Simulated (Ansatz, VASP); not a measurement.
## Two plane-wave programs on LiNbO3

```
Li Nb O
1.0
     2.58080    1.49003    4.57249
    -2.58080    1.49003    4.57249
     0.00000   -2.98005    4.57249
Li Nb O
2 2 6
Direct
  0.28159 0.28159 0.28159
  0.78159 0.78159 0.78159
  0.00049 0.00049 0.00049
  0.50049 0.50049 0.50049
  0.11046 0.35803 0.72110
  0.72110 0.11046 0.35803
  0.35803 0.72110 0.11046
  0.22110 0.85803 0.61046
  0.85803 0.61046 0.22110
  0.61046 0.22110 0.85803
```

Alike in both runs: task single point; functional PBE; k mesh 6 × 6 × 6; occupations gaussian, width 0.05 eV; no spin polarisation.

```csv
,VASP,Ansatz
version,VASP 6.6.1,Ansatz 0.2.0
potentials or method,"VASP PAW PBE potentials, release 64 (Li_sv, Nb_sv, O), cutoff 520 eV","scalar-relativistic, plane waves, PAW"
valence electrons in the cell,68,68
```

Ansatz gave:

```
gap on the k mesh at the Fermi level (eV) : 3.71
least direct gap on the mesh (eV)         : 3.75
rms of the force components (eV/Å)        : 0.193
```

Q: Estimate VASP's values.

A: gap on the k mesh at the Fermi level (eV): 3.70; least direct gap on the mesh (eV): 3.73; rms of the force components (eV/Å): 0.198.

Atom by atom the forces differ by 0.013 eV/Å (rms over components). With one functional, cell and mesh, what is left measures potentials, basis and numerics.

Noted on VASP's run: the cutoff is under 1.25 times that of the potentials, so the pressure is a little rough.
